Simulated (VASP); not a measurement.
# NaI (P6_3/mmc) in VASP: settings compared, part 2 of 2

VASP 6.6.1. Earlier steps stand in the parts before.

## Step 3: Vibrations by perturbation theory, PBEsol

This run uses another cell than the first one, of 32.86 Å³/atom.

File INCAR:

```
PREC = Accurate
ENCUT = 520
EDIFF = 1E-8
ISMEAR = 0
SIGMA = 0.01
LREAL = F
LASPH = T
NELM = 100
ALGO = Normal
ISIF = 2
LWAVE = F
LCHARG = T
GGA = PS
NBANDS = 22
IBRION = 8
NSW = 1
LEPSILON = T
```

File KPOINTS:

```
Automatic mesh
0
Gamma
  6 6 4
```

File POSCAR:

```
NaI
1.0
    4.4598389810      0.0000000000      0.0000000000
   -2.2299194905      3.8623338544      0.0000000000
    0.0000000000      0.0000000000      7.6310480977
Na I
2 2
Direct
    0.0000000000      0.0000000000      0.0000000000
    0.0000000000      0.0000000000      0.5000000000
    0.3333333333      0.6666666667      0.2500000000
    0.6666666667      0.3333333333      0.7500000000
```

Potentials or basis: VASP PAW PBE potentials, release 64 (Na_pv, I).

Started as:

```
$ cat potpaw_PBE.64/Na_pv/POTCAR potpaw_PBE.64/I/POTCAR > POTCAR
$ mpirun -np 1 vasp_std > vasp.out
```

OUTCAR:

```text
PREC = Accurate
   ENCUT = 520
   EDIFF = 1E-8
   ISMEAR = 0
   LREAL = F
   LASPH = T
   NELM = 100
   ISIF = 2
   GGA = PS
   IBRION = 8
   NSW = 1
   LEPSILON = T

 ion  position               nearest neighbor table
   1  0.000  0.000  0.000-
   2  0.000  0.000  0.500-
   3  0.333  0.667  0.250-
   4  0.667  0.333  0.750-

  LATTYP: Found a hexagonal cell.
 ALAT       =     4.4598389810
 C/A-ratio  =     1.7110591055

  Lattice vectors:

 A1 = (   4.4598389810,   0.0000000000,   0.0000000000)
 A2 = (  -2.2299194905,   3.8623338544,   0.0000000000)
 A3 = (   0.0000000000,   0.0000000000,   7.6310480977)

Analysis of symmetry for initial positions (statically):
=====================================================================
 Subroutine PRICEL returns:
 Original cell was already a primitive cell.

 Routine SETGRP: Setting up the symmetry group for a
 hexagonal supercell.

 Subroutine GETGRP returns: Found 24 space group operations
[... 826 lines left out ...]

 INTERNAL STRAIN TENSOR FOR ION    4 for displacements in x,y,z  (eV/Angst):
          X           Y           Z          XY          YZ          ZX
  --------------------------------------------------------------------------------
  x     0.00000     0.00000     0.00000    -0.86497     0.00000     0.00000
  y    -0.86497     0.86497    -0.00000    -0.00000     0.00000     0.00000
  z     0.00000     0.00000     0.00000     0.00000     0.00000     0.00000

 SECOND DERIVATIVES (NOT SYMMETRIZED)
 ------------------------------------
               1X          1Y          1Z          2X          2Y          2Z          3X          3Y          3Z          4X          4Y          4Z
  1X    -1.012860    0.000000    0.000000   -0.036794    0.000000    0.000000    0.524827    0.000000    0.000000    0.524827    0.000000    0.000000
  1Y     0.000000   -1.012860    0.000000    0.000000   -0.036794    0.000000    0.000000    0.524827    0.000000    0.000000    0.524827    0.000000
  1Z     0.000000    0.000000   -2.059793    0.000000   -0.000000    0.986462    0.000000   -0.000000    0.536665   -0.000000   -0.000000    0.536665
  2X    -0.036794    0.000000    0.000000   -1.012860    0.000000    0.000000    0.524827    0.000000    0.000000    0.524827    0.000000    0.000000
  2Y     0.000000   -0.036794    0.000000    0.000000   -1.012860    0.000000    0.000000    0.524827    0.000000    0.000000    0.524827    0.000000
  2Z     0.000000    0.000000    0.986462    0.000000    0.000000   -2.059793    0.000000    0.000000    0.536665    0.000000    0.000000    0.536665
  3X     0.513433    0.000000    0.000000    0.513433    0.000000    0.000000   -1.145152    0.000000    0.000000    0.118286    0.000000    0.000000
  3Y     0.000000    0.513433    0.000000    0.000000    0.513433    0.000000    0.000000   -1.145152    0.000000    0.000000    0.118286    0.000000
  3Z     0.000000    0.000000    0.547861    0.000000    0.000000    0.547861   -0.000000    0.000000   -1.872631   -0.000000   -0.000000    0.776909
  4X     0.513433    0.000000    0.000000    0.513433    0.000000    0.000000    0.118286    0.000000    0.000000   -1.145152    0.000000    0.000000
  4Y     0.000000    0.513433    0.000000    0.000000    0.513433    0.000000    0.000000    0.118286    0.000000    0.000000   -1.145152    0.000000
  4Z     0.000000    0.000000    0.547861    0.000000    0.000000    0.547861   -0.000000   -0.000000    0.776909   -0.000000    0.000000   -1.872631

 Eigenvectors and eigenvalues of the dynamical matrix
 ----------------------------------------------------

   1 f  =    5.690682 THz    35.755612 2PiTHz  189.820732 cm-1    23.534761 meV
             X         Y         Z           dx          dy          dz
      0.000000  0.000000  0.000000    -0.000000    0.000000   -0.707107
      0.000000  0.000000  3.815524     0.000000   -0.000000    0.707107
     -0.000000  2.574889  1.907762     0.000000   -0.000000    0.000000
      2.229919  1.287445  5.723286     0.000000    0.000000    0.000000
[... 71 lines left out ...]
  12 f/i=    0.014225 THz     0.089378 2PiTHz    0.474495 cm-1     0.058830 meV
             X         Y         Z           dx          dy          dz
      0.000000  0.000000  0.000000    -0.099454    0.255710   -0.000000
      0.000000  0.000000  3.815524    -0.099454    0.255710   -0.000000
     -0.000000  2.574889  1.907762    -0.236232    0.607384   -0.000000
      2.229919  1.287445  5.723286    -0.236232    0.607384    0.000000

--------------------------------------------------------------------------------------------------------

 MACROSCOPIC STATIC DIELECTRIC TENSOR IONIC CONTRIBUTION
 ------------------------------------------------------
           3.620882    -0.000000     0.000000
          -0.000000     3.620882    -0.000000
           0.000000    -0.000000     3.679796
 ------------------------------------------------------

 ELASTIC MODULI CONTR FROM IONIC RELAXATION (kBar)
 Direction    XX          YY          ZZ          XY          YZ          ZX
 --------------------------------------------------------------------------------
 XX         -14.4357     14.4357     -0.0000     -0.0000      0.0000      0.0000
 YY          14.4357    -14.4357      0.0000      0.0000      0.0000      0.0000
 ZZ          -0.0000      0.0000     -0.0000     -0.0000      0.0000      0.0000
 XY          -0.0000      0.0000     -0.0000    -14.4357      0.0000      0.0000
 YZ           0.0000      0.0000      0.0000      0.0000      0.0000      0.0000
 ZX           0.0000      0.0000      0.0000      0.0000      0.0000      0.0000
 --------------------------------------------------------------------------------

 PIEZOELECTRIC TENSOR IONIC CONTR  for field in x, y, z        (C/m^2)
          XX          YY          ZZ          XY          YZ          ZX
  --------------------------------------------------------------------------------
  x    -0.00000     0.00000    -0.00000     0.00000     0.00000     0.00000
  y    -0.00000     0.00000    -0.00000    -0.00000     0.00000     0.00000
  z    -0.00000     0.00000    -0.00000     0.00000     0.00000     0.00000
```

OSZICAR:

```text
N       E                     dE             d eps       ncg     rms          rms(c)
DAV:   1     0.217647305243E+03    0.21765E+03   -0.12719E+04   948   0.116E+03
DAV:   2     0.865543837032E+01   -0.20899E+03   -0.19949E+03  1012   0.294E+02
DAV:   3    -0.107712218483E+02   -0.19427E+02   -0.19286E+02  1158   0.962E+01
DAV:   4    -0.114075833844E+02   -0.63636E+00   -0.63589E+00  1158   0.177E+01
[... 230 lines left out ...]
RMM:  12    -0.101332362923E+00    0.36474E-08   -0.25831E-07  2286   0.278E-05    0.201E-06
RMM:  13    -0.101332361749E+00    0.11744E-08   -0.32785E-07  1945   0.210E-05    0.391E-07
RMM:  14    -0.101332365091E+00   -0.33418E-08   -0.35649E-07  1514   0.182E-05    0.277E-07
RMM:  15    -0.101332361488E+00    0.36028E-08   -0.31622E-07  1201   0.165E-05    0.183E-07
RMM:  16    -0.101332361526E+00   -0.37778E-10   -0.32298E-07  1048   0.161E-05    0.690E-08
 Linear response finished
```

stdout:

```text
POSCAR found type information on POSCAR NaI
 POSCAR found :  2 types and       4 ions
 scaLAPACK will be used
 -----------------------------------------------------------------------------
|                                                                             |
|                                                                             |
[... 47 lines left out ...]
 first order change of Fermi-energy  -0.81339E-04
 force on displaced ion       3 direction 1 :  -1.145  -0.001   0.000
 Born effective charge ion    3 direction 1 :  -1.172   0.000   0.000
 Linear response progress:
 first order change of Fermi-energy  -0.27425E-04
 force on displaced ion       3 direction 3 :  -0.000   0.000  -1.873
 Born effective charge ion    3 direction 3 :   0.000   0.000  -1.204
 Born effective charges drift removed
 Linear response finished
```

It took 42 min on 1 thread of AMD EPYC 7R13, shared host; peak memory 0.6 GiB.

What came out:

```yaml
Electronic_dielectric_tensor_diagonal: 3.51, 3.51, 3.46
Born_charges_mean_of_the_diagonal: Na +1.18; I -1.18 e
Highest_phonon_frequency_at_Γ_LO-TO_splitting_left_out: 190 cm⁻¹
```

Phonon frequencies in cm⁻¹ (negative: imaginary):
```
              q point                             frequencies
(0.000, 0.000, 0.000)  0 0 0 52 52 75 107 107 121 121 123 190
```

Electronic dielectric tensor:
```
3.51 0.00 0.00
0.00 3.51 0.00
0.00 0.00 3.46
```

Born effective charge tensors (e):
atom 1, Na
```
1.17 0.00 0.00
0.00 1.17 0.00
0.00 0.00 1.20
```
atom 2, Na
```
1.17 0.00 0.00
0.00 1.17 0.00
0.00 0.00 1.20
```
atom 3, I
```
-1.17  0.00  0.00
 0.00 -1.17  0.00
 0.00  0.00 -1.20
```
atom 4, I
```
-1.17  0.00  0.00
 0.00 -1.17  0.00
 0.00  0.00 -1.20
```

Caveat: the PAW data sets were made with another functional, which shifts forces and pressure a little; spin-orbit coupling is left out, which moves the levels of the heavy elements.
